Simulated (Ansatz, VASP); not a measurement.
# One calculation of P, two programs

File INCAR:

```
ALGO = Normal
EDIFF = 1E-6
ENCUT = 500
GGA = PS
GGA_COMPAT = False
ISIF = 2
ISMEAR = -1
LASPH = True
LCHARG = False
LREAL = False
LWAVE = False
NBANDS = 8
NELM = 120
PREC = Accurate
SIGMA = 0.08
```

KPOINTS

```
k-points
0
Gamma
  10 10 9
```

Contents of POSCAR:

```
P
1.0
    4.3156339060      0.0000000000      0.0000000000
    0.0000000000      4.3156339060      0.0000000000
    0.0000000000      0.0000000000      4.3780000000
P
1
Direct
    0.0000000000      0.0000000000      0.0000000000
```

Input for Ansatz:

```yaml
crystal:
  lattice:
    - [4.315633906, 0.0, 0.0]
    - [0.0, 4.315633906, 0.0]
    - [0.0, 0.0, 4.378]
  atoms:
    - { symbol: P, position: [0.0, 0.0, 0.0] }
kpoints:
  mp_grid: { grid: [10, 10, 9] }
  band_path:
    path:
      - [0.0, 0.0, 0.0]
      - [0.0, 0.5, 0.0]
      - [0.5, 0.5, 0.0]
      - [0.0, 0.0, 0.0]
      - [0.0, 0.0, 0.5]
      - [0.0, 0.5, 0.5]
      - [0.5, 0.5, 0.5]
      - [0.0, 0.0, 0.5]
      - [0.0, 0.5, 0.0]
    npoints: 5
scf:
  occupations: { method: fermi_dirac, width: 0.08 }
hamiltonian:
  xc: pbesol
  pseudopotentials: { kind: all_electron, lapw: { basis_error: 0.00025 } }
output:
  forces: true
  stress: true
  eigenvalues: true
```

Change from the starting cell: equal xx and yy strain of +1 %.

Alike in both runs: task single point; functional PBEsol; k mesh 10 × 10 × 9; occupations fermi-dirac, width 0.08 eV; no spin polarisation.

```csv
,VASP,Ansatz
version,VASP 6.6.1,Ansatz 0.2.0
potentials or method,"VASP PAW PBE potentials, release 64 (P), cutoff 500 eV","all-electron LAPW, scalar-relativistic"
```

```tsv
	VASP	Ansatz	Ansatz less VASP
pressure (GPa)	-3.6	-3.6	+0.01
traceless stress, the component that is largest in VASP (GPa)	0.19	0.19	0.000
```

VASP's potentials were made for PBE, not for PBEsol. Ansatz ran all-electron here, and VASP with PAW potentials.
